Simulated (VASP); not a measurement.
# BiB (F-43m) in VASP: notebook, part 2 of 2

VASP 6.6.1.

### Step 5. Single point, PBEsol

The input, INCAR:

```
SYSTEM = BiB
PREC = Accurate
ENCUT = 520
EDIFF = 1E-6
ISMEAR = 0
SIGMA = 0.01
LREAL = .FALSE.
LASPH = .TRUE.
NELM = 100
ALGO = Normal
ISIF = 2
LWAVE = .FALSE.
LCHARG = .FALSE.
GGA = PS
NBANDS = 16
```

The input, KPOINTS:

```
regular mesh
0
G
  6 6 6
  0 0 0
```

The input, POSCAR:

```
BiB
1.0
    0.0000000000      2.7448744688      2.7448744688
    2.7448744688      0.0000000000      2.7448744688
    2.7448744688      2.7448744688      0.0000000000
B Bi
1 1
Direct
    0.0000000000      0.0000000000      0.0000000000
    0.2500000000      0.2500000000      0.2500000000
```

Potentials or basis: VASP PAW PBE potentials, release 64 (B, Bi_d).

Command:

```console
> cat potpaw_PBE.64/B/POTCAR potpaw_PBE.64/Bi_d/POTCAR > POTCAR
> mpirun -np 1 vasp_std > vasp.out
```

OUTCAR:

```text
SYSTEM = BiB
   PREC = Accurate
   ENCUT = 520
   EDIFF = 1E-6
   ISMEAR = 0
   LREAL = .FALSE.
   LASPH = .TRUE.
   NELM = 100
   ISIF = 2
   GGA = PS

 ion  position               nearest neighbor table
   1  0.000  0.000  0.000-   2 2.38   2 2.38   2 2.38   2 2.38
   2  0.250  0.250  0.250-   1 2.38   1 2.38   1 2.38   1 2.38

  LATTYP: Found a face centered cubic cell.
 ALAT       =     5.4897489376

  Lattice vectors:

 A1 = (   0.0000000000,   2.7448744688,   2.7448744688)
 A2 = (   2.7448744688,   0.0000000000,   2.7448744688)
 A3 = (   2.7448744688,   2.7448744688,   0.0000000000)

Analysis of symmetry for initial positions (statically):
=====================================================================
 Subroutine PRICEL returns:
 Original cell was already a primitive cell.

 Routine SETGRP: Setting up the symmetry group for a
 face centered cubic supercell.

 Subroutine GETGRP returns: Found 24 space group operations
 (whereof 24 operations were pure point group operations)
 out of a pool of 48 trial point group operations.

The static configuration has the point symmetry T_d .

Analysis of symmetry for dynamics (positions and initial velocities):
=====================================================================
 Subroutine PRICEL returns:
 Original cell was already a primitive cell.

 Routine SETGRP: Setting up the symmetry group for a
 face centered cubic supercell.

 Subroutine GETGRP returns: Found 24 space group operations
 (whereof 24 operations were pure point group operations)
 out of a pool of 48 trial point group operations.

The dynamic configuration has the point symmetry T_d .

 Subroutine INISYM returns: Found 24 space group operations
 (whereof 24 operations are pure point group operations),
 and found     1 'primitive' translations

----------------------------------------------------------------------------------------

                                     Primitive cell

  volume of cell :      41.3616

  direct lattice vectors                    reciprocal lattice vectors
     0.000000000  2.744874469  2.744874469    -0.182157693  0.182157693  0.182157693
     2.744874469  0.000000000  2.744874469     0.182157693 -0.182157693  0.182157693
     2.744874469  2.744874469  0.000000000     0.182157693  0.182157693 -0.182157693

  length of vectors
     3.881838701  3.881838701  3.881838701     0.315506379  0.315506379  0.315506379

  position of ions in fractional coordinates (direct lattice)
     0.000000000  0.000000000  0.000000000
     0.250000000  0.250000000  0.250000000

  ion indices of the primitive-cell ions
   primitive index   ion index
                 1           1
                 2           2

----------------------------------------------------------------------------------------

 KPOINTS: regular mesh

Automatic generation of k-mesh.
 Grid dimensions read from file:
 generate k-points for:    6    6    6

 Generating k-lattice:

  Cartesian coordinates                     Fractional coordinates (reciprocal lattice)
    -0.030359615  0.030359615  0.030359615     0.166666667  0.000000000  0.000000000
     0.030359615 -0.030359615  0.030359615     0.000000000  0.166666667  0.000000000
     0.030359615  0.030359615 -0.030359615     0.000000000  0.000000000  0.166666667

  Length of vectors
     0.052584396  0.052584396  0.052584396

  Shift w.r.t. Gamma in fractional coordinates (k-lattice)
     0.000000000  0.000000000  0.000000000

 Subroutine IBZKPT returns following result:
 ===========================================

 Found     16 irreducible k-points:

 Following reciprocal coordinates:
            Coordinates               Weight
  0.000000  0.000000  0.000000      1.000000
  0.166667  0.000000  0.000000      8.000000
  0.333333  0.000000  0.000000      8.000000
  0.500000  0.000000  0.000000      4.000000
  0.166667  0.166667  0.000000      6.000000
  0.333333  0.166667  0.000000     24.000000
[... 8 lines left out ...]
 -0.333333  0.333333  0.166667     24.000000
 -0.333333  0.500000  0.166667     12.000000
   k-points           NKPTS =     16   k-points in BZ     NKDIM =     16   number of bands    NBANDS=     16
   number of dos      NEDOS =    301   number of ions     NIONS =      2
   total plane-waves  NPLWV =  27000
   dimension x,y,z NGX =    30 NGY =   30 NGZ =   30
   dimension x,y,z NGXF=    60 NGYF=   60 NGZF=   60
   ions per type =               1   1
   NGX,Y,Z   is equivalent  to a cutoff of  12.85, 12.85, 12.85 a.u.
   NGXF,Y,Z  is equivalent  to a cutoff of  25.70, 25.70, 25.70 a.u.
 SYSTEM =  BiB
   PREC   = accura    normal or accurate (medium, high low for compatibility)
   ISTART =      0    job   : 0-new  1-cont  2-samecut
   ICHARG =      2    charge: 1-file 2-atom 10-const
   ISPIN  =      1    spin polarized calculation?
   LNONCOLLINEAR =      F non collinear calculations
   LSORBIT =      F    spin-orbit coupling
   LASPH  =      T    aspherical Exc in radial PAW
   ENCUT  =  520.0 eV  38.22 Ry    6.18 a.u.   7.22  7.22  7.22*2*pi/ulx,y,z
   NELM   =    100;   NELMIN=  2; NELMDL= -5     # of ELM steps
   EDIFF  = 0.1E-05   stopping-criterion for ELM
   LREAL  =      F    real-space projection
   EDIFFG = 0.1E-04   stopping-criterion for IOM
   NSW    =      0    number of steps for IOM
   IBRION =     -1    ionic relax: 0-MD 1-quasi-New 2-CG
   NFREE  =      0    steps in history (QN), initial steepest desc. (CG)
   ISIF   =      2    stress and relaxation
   ISYM   =      2    0-nonsym 1-usesym 2-fastsym
   POTIM  = 0.5000    time-step for ionic-motion
   TEBEG  =    0.0;   TEEND  =   0.0 temperature during run
   PSTRESS=    0.0 pullay stress
   NELECT =      18.0000    total number of electrons
   NUPDOWN=      -1.0000    fix difference up-down
   EMIN   =  10.00;   EMAX   =-10.00  energy-range for DOS
   EFERMI =   0.00;   METHOD = LEGACY
   ISMEAR =     0;   SIGMA  =   0.01  broadening in eV -4-tet -1-fermi 0-gaus
   EFERMI_NEDOS =   21; number of points for ismear=-14 and -15
   IALGO  =     38    algorithm
   IMIX   =      4    mixing-type and parameters
     AMIX     =   0.40;   BMIX     =  1.00
     AMIX_MAG =   1.60;   BMIX_MAG =  1.00
  volume/ion in A,a.u.               =      20.68       139.56
  Fermi-wavevector in a.u.,A,eV,Ry     =   1.240604  2.344402 20.940704  1.539098
  Thomas-Fermi vector in A             =   2.375038
   LORBIT       =      0    0 simple, 1 ext, 2 COOP (PROOUT), +10 PAW based schemes
   GGA     = PS    functional components
   LHFCALC =     F    Hartree Fock is set to
   AEXX    =    0.0000 exact exchange contribution
   IVDW    =     0    specifies the selected vdW correction
   LEPSILON=     F    determine dielectric tensor
   LRPA    =     F    only Hartree local field effects (RPA)
 non-spin polarized calculation
 Gauss-broadening in eV      SIGMA  =   0.01
  energy-cutoff  :      520.00
  volume of cell :       41.36
 maximum number of plane-waves:      1139
 NGX is ok and might be reduce to    30
   NGX = 15   NGY = 15   NGZ = 15

 number of electron      17.9999997 magnetization

 Free energy of the ion-electron system (eV)
  ---------------------------------------------------
  ext. energy  EPLUGINS =         0.00000000
  ---------------------------------------------------
  free energy    TOTEN  =        -9.72948096 eV

  energy without entropy =       -9.72948096  energy(sigma->0) =       -9.72948096

 E-fermi :   7.1505     XC(G=0): -10.2030

 val. band max:        7.0221094318   @ k =   0.0000   0.0000   0.0000
 cond. band min:       7.3235362691   @ k =   0.0000   0.0000   0.0000
 fundamental gap:      0.3014268373
 Fermi energy:         7.1504621770

 k-point     1 :       0.0000    0.0000    0.0000
  band No.  band energies     occupation
      1     -16.0556      2.00000
      2     -16.0556      2.00000
      3     -16.0556      2.00000
      4     -15.9705      2.00000
      5     -15.9705      2.00000
      6      -7.1580      2.00000
[... 8 lines left out ...]
     15      17.4576      0.00000
     16      17.4576      0.00000
[... 267 lines left out ...]
 k-point    16 :      -0.3333    0.5000    0.1667
  band No.  band energies     occupation
      1     -16.0677      2.00000
      2     -15.9986      2.00000
      3     -15.9971      2.00000
      4     -15.9685      2.00000
      5     -15.9500      2.00000
      6      -4.1464      2.00000
[... 8 lines left out ...]
     15      19.1146      0.00000
     16      20.0220      0.00000

------------------------ aborting loop because EDIFF is reached ----------------------------------------

  FORCE on cell =-STRESS in cart. coord.  units (eV):
  Direction    XX          YY          ZZ          XY          YZ          ZX
  --------------------------------------------------------------------------------------
  -------------------------------------------------------------------------------------
  Total       -0.4369696     -0.4369696     -0.4369696      0.0000000      0.0000000      0.0000000
  in kB      -16.9263918    -16.9263918    -16.9263918      0.0000000      0.0000000      0.0000000
  external PRESSURE =     -16.9263918 kB  Pullay stress =       0.0000000 kB

 VOLUME and BASIS-vectors are now :
 -----------------------------------------------------------------------------
  energy-cutoff  :      520.00
  volume of cell :       41.36
      direct lattice vectors                 reciprocal lattice vectors
     0.000000000  2.744874469  2.744874469    -0.182157693  0.182157693  0.182157693
     2.744874469  0.000000000  2.744874469     0.182157693 -0.182157693  0.182157693
     2.744874469  2.744874469  0.000000000     0.182157693  0.182157693 -0.182157693

 POSITION                                       TOTAL-FORCE (eV/Angst)
 -----------------------------------------------------------------------------------
      0.00000      0.00000      0.00000         0.000000      0.000000     -0.000000
      1.37244      1.37244      1.37244        -0.000000     -0.000000      0.000000
 -----------------------------------------------------------------------------------
    total drift:                                0.000000      0.000000      0.000000

  FREE ENERGIE OF THE ION-ELECTRON SYSTEM (eV)
  ---------------------------------------------------
  free  energy   TOTEN  =        -9.7294809615 eV

  energy  without entropy=       -9.7294809615  energy(sigma->0) =       -9.72948096
```

Wall time 16 s (1 thread of Intel Xeon 8259CL, shared host); peak memory 0.17 GiB.

Results:

```
Free energy            : -9.7295 eV
Pressure               : -1.7 GPa
Band gap on the k mesh : 0.30 eV
```

Caveat: the PAW data sets were made with another functional, which shifts forces and pressure a little; spin-orbit coupling is left out, which moves the levels of the heavy elements.

### Step 6. Single point, PBEsol

The input, INCAR:

```
PREC     = Accurate       # precision mode
ENCUT    = 520            # plane-wave cutoff, eV
EDIFF    = 1E-7           # SCF threshold, eV
ISMEAR   = 0              # smearing method
SIGMA    = 0.01           # smearing width, eV
LREAL    = F              # projectors in reciprocal space
LASPH    = T              # aspherical terms in the spheres
NELM     = 80             # most SCF steps
ALGO     = Normal         # electronic algorithm
ISIF     = 2              # what is computed and relaxed
LWAVE    = F              # write WAVECAR
LCHARG   = F              # write CHGCAR
GGA      = PS             # functional
NBANDS   = 16             # bands
```

The input, KPOINTS:

```
regular mesh
0
Gamma
  6 6 6
```

POSCAR is that of step 5.

Potentials or basis: VASP PAW PBE potentials, release 64 (B, Bi_d).

Command:

```console
> cat potpaw_PBE.64/B/POTCAR potpaw_PBE.64/Bi_d/POTCAR > POTCAR
> mpirun -np 1 vasp_std > vasp.out
```

Wall time 23 s (1 thread of Intel Xeon 8259CL, shared host); peak memory 0.17 GiB.

Results (log left out):

* Free energy: -9.7295 eV
* Pressure: -1.7 GPa
* Band gap on the k mesh: 0.30 eV

Levels at points of the mesh, in eV from the valence-band top:
| k point | band 6 | band 7 | band 8 | band 9 | band 10 | band 11 | band 12 | band 13 |
| --- | --- | --- | --- | --- | --- | --- | --- | --- |
| (0.00, 0.00, 0.00) | -14.18 | 0.00 | 0.00 | 0.00 | 0.30 | 2.76 | 2.76 | 2.76 |
| (0.50, 0.00, 0.00) | -12.12 | -7.71 | -1.62 | -1.62 | 0.38 | 4.12 | 4.12 | 5.91 |
| (0.50, 0.50, 0.00) | -11.20 | -7.81 | -3.49 | -3.49 | 0.81 | 0.88 | 8.28 | 8.63 |

Caveat: the PAW data sets were made with another functional, which shifts forces and pressure a little; spin-orbit coupling is left out, which moves the levels of the heavy elements.

### Step 7. Overview

```tsv
level	potentials or basis	k mesh	cutoff (eV)	gap on the mesh (eV)	pressure (GPa)
LDA	VASP PAW LDA potentials, release 64 (B, Bi_d)	4 × 4 × 4	500	0.37	-3.7
PBEsol	VASP PAW PBE potentials, release 64 (B, Bi_d)	2 × 2 × 2	520	0.32	1.8
PBEsol	VASP PAW PBE potentials, release 64 (B, Bi_d)	4 × 4 × 4	520	0.30	-1.8
PBEsol	VASP PAW PBE potentials, release 64 (B, Bi_d)	6 × 6 × 6	520	0.30	-1.7
```

Alike in all rows: task single point; no spin polarisation; cell as given; smearing gaussian 0.01 eV.

Caveats: some runs use coarse meshes; spin-orbit coupling is left out, which moves the levels of the heavy elements; the PAW data sets were made with another functional, which shifts forces and pressure a little (at least some runs).

Total energies depend on the potentials used, so only differences within one code and one set of settings carry meaning.
